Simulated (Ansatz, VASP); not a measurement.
## One calculation of Cu3O2, two programs

```xyz
5
Lattice="4.5326 0.0000 0.0000 -2.2663 3.9254 0.0000 0.0000 0.0000 3.7941" Properties=species:S:1:pos:R:3 pbc="T T T"
Cu    1.0513    2.0099    1.8971
Cu    0.0000    3.8309    1.8971
Cu   -1.0513    2.0099    1.8971
O     0.0000    0.0000    0.0000
O     2.2663    1.3085    1.8971
```

Alike in both runs: task single point; functional PBE; k mesh 6 × 6 × 4; occupations gaussian, width 0.1 eV; collinear spin.

|  | VASP | Ansatz |
| --- | --- | --- |
| version | VASP 6.6.1 | Ansatz 0.2.0 |
| potentials or method | VASP PAW PBE potentials, release 64 (Cu, O), cutoff 520 eV | scalar-relativistic, plane waves, PAW |
| valence electrons in the cell | 45 | 69 |

|  | VASP | Ansatz | Ansatz less VASP |
| --- | --- | --- | --- |
| gap on the k mesh at the Fermi level (eV) | none | none | - |
| rms of the force components (eV/Å) | 8.028 | 8.143 | +0.1156 |
| net moment per atom (μB) | 0.00 | 0.59 | +0.585 |
| size of the moment on the site where the two differ most (μB) | 0.00 | 1.19 | +1.195 |

The net moments are unlike, so the other rows may belong to different states. Site moments also hang on the region over which each program counts them. Atom by atom the forces differ by 0.116 eV/Å (rms over components). A gap of «none» marks a metal or a gap that the smearing closes. VASP's potentials hold 45 valence electrons a cell and Ansatz's 69, so a difference there can come from the potentials and not from the codes. Ansatz's warnings: seeded moment not kept.

The k mesh is coarse, so the values compare programs but aren't converged.
